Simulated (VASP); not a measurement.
FeRu: single point with LDA

FeRu:

```
Fe Ru
1.0
     2.34655    0.00000    0.00000
    -1.17328    2.03218    0.00000
     0.00000    0.00000    3.61397
Fe Ru
1 1
Direct
  0.00000 0.00000 0.50000
  0.66667 0.33333 0.00000
```

| Quantity | Value |
| --- | --- |
| Program | VASP 6.6.1 |
| Task | single point |
| Functional | LDA |
| Potentials or basis | VASP PAW LDA potentials, release 64 (Fe, Ru_pv) |
| Cutoff | 520 eV |
| k mesh | 12 × 12 × 7 |
| Occupations | fermi-dirac, width 0.05 eV |
| Spin | collinear spin, ferromagnetic start |
| Starting moments | [3.0, 1.5] μB |

| Property | Result |
| --- | --- |
| Pressure | 197.6 GPa |
| Band gap on the k mesh | zero (filled and empty bands overlap) |
| Net moment | 0.00 μB per cell |

Stress tensor (GPa, compression positive):
```
194.94   0.00   0.00
  0.00 194.94   0.00
  0.00   0.00 203.02
```

Levels at points of the mesh, in eV from the Fermi level:
Spin up:
```tsv
k point	band 9	band 10	band 11	band 12	band 13	band 14
(0.00, 0.00, 0.00)	-1.99	-1.99	-1.90	-1.90	1.70	1.70
(0.50, 0.00, 0.00)	-2.20	-1.48	0.95	2.59	3.61	4.89
```
Spin down:
| k point | band 7 | band 8 | band 9 | band 10 | band 11 | band 12 | band 13 | band 14 | band 15 | band 16 |
| --- | --- | --- | --- | --- | --- | --- | --- | --- | --- | --- |
| (0.00, 0.00, 0.00) | -4.05 | -2.61 | -1.99 | -1.99 | -1.90 | -1.90 | 1.70 | 1.70 | 2.15 | 9.68 |
| (0.50, 0.00, 0.00) | -4.11 | -2.66 | -2.20 | -1.48 | 0.95 | 2.59 | 3.61 | 4.89 | 8.86 | 9.68 |

It took 110 s on 1 thread of Intel Xeon 8259CL, with other jobs on the host, peak memory 0.16 GiB.

Caveat: the cell stands under pressure.
